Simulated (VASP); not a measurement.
Pt: single point with r2SCAN

Crystal: Pt.

```
CELL_PARAMETERS angstrom
2.69363 0.00000 0.00000
-1.34682 2.33276 0.00000
0.00000 0.00000 4.59770
ATOMIC_POSITIONS crystal
Pt 0.33333 0.66667 0.25000
Pt 0.66667 0.33333 0.75000
```

- Program: VASP 6.6.1
- Task: single point
- Functional: r2SCAN
- Potentials or basis: VASP PAW PBE potentials, release 64 (Pt)
- Cutoff: 520 eV
- k mesh: 8 × 8 × 5
- Occupations: fermi-dirac, width 0.05 eV
- Spin: no spin polarisation
- Dipole correction: no
- Further INCAR settings: ALGO = Normal; EDIFF = 1e-07; NBANDS = 17

The pressure is 21.1 GPa. The band gap on the k mesh is zero (band 10 reaches 12.39 eV, above the bottom of band 11 at 11.02 eV).

Stress tensor (GPa, compression positive):
```
21.17  0.00  0.00
 0.00 21.17  0.00
 0.00  0.00 20.86
```

Levels at points of the mesh, in eV from the Fermi level:
```csv
k point,band 8,band 9,band 10,band 11,band 12,band 13
"(0.00, 0.00, 0.00)",-2.29,-2.29,-0.79,-0.28,-0.28,5.85
"(0.50, 0.00, 0.00)",0.07,0.33,0.60,2.64,4.29,8.26
```

Run time: 25 s on 1 thread of Intel(R) Xeon(R) 6975P-C (Granite Rapids), with other jobs on the host, peak memory 0.15 GiB.

Caveat: the PAW data sets were made with another functional, which shifts forces and pressure a little; spin-orbit coupling is left out, which moves the levels of the heavy elements.
